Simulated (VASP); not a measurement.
Wanted: the native input for a VASP 6.6.1 run.

```
Task                   : single point
Functional             : PBEsol
Dispersion             : D3(BJ)
Potentials or basis    : VASP PAW PBE potentials, release 64 (Al, N)
Cutoff                 : 520 eV
k mesh                 : 6 × 6 × 4
Occupations            : fermi-dirac, width 0.02 eV
Spin                   : no spin polarisation
Dipole correction      : no
Further INCAR settings : ALGO = Normal; EDIFF = 1e-06; NBANDS = 16
```

The structure of AlN lies in POSCAR:

```
AlN
1.0
    3.2898903369      0.0000000000      0.0000000000
   -1.6449451685      2.8491285475      0.0000000000
    0.0000000000      0.0000000000      4.1594547236
Al N
2 2
Direct
    0.3333333333      0.6666666667      0.7500000000
    0.6666666667      0.3333333333      0.2500000000
    0.3333333333      0.6666666667      0.2500000000
    0.6666666667      0.3333333333      0.7500000000
```

The input as run:

INCAR

```
  PREC = Accurate
  ENCUT = 520
  EDIFF = 1E-6
  ISMEAR = -1
  SIGMA = 0.02
  LREAL = False
  LASPH = True
  NELM = 80
  ALGO = Normal
  ISIF = 2
  LWAVE = False
  LCHARG = False
  GGA = PS
  IVDW = 12
  NBANDS = 16
```

KPOINTS

```
Automatic mesh
0
Gamma
  6 6 4
```

Potentials or basis: VASP PAW PBE potentials, release 64 (Al, N).

Launch:

```console
$ cat potpaw_PBE.64/Al/POTCAR potpaw_PBE.64/N/POTCAR > POTCAR
$ mpirun -np 1 vasp_std > vasp.out
```

Results of the run:

```json
{"Pressure": "-3.3 GPa", "Band gap on the k mesh": "3.34 eV, direct", "Dispersion energy per atom": "-0.242 eV"}
```

Caveat: the PAW data sets were made with another functional, which shifts forces and pressure a little.

It took 8.9 s on 1 thread of Intel(R) Xeon(R) Platinum 8559C (Emerald Rapids), with other jobs on the host, peak memory 0.15 GiB.
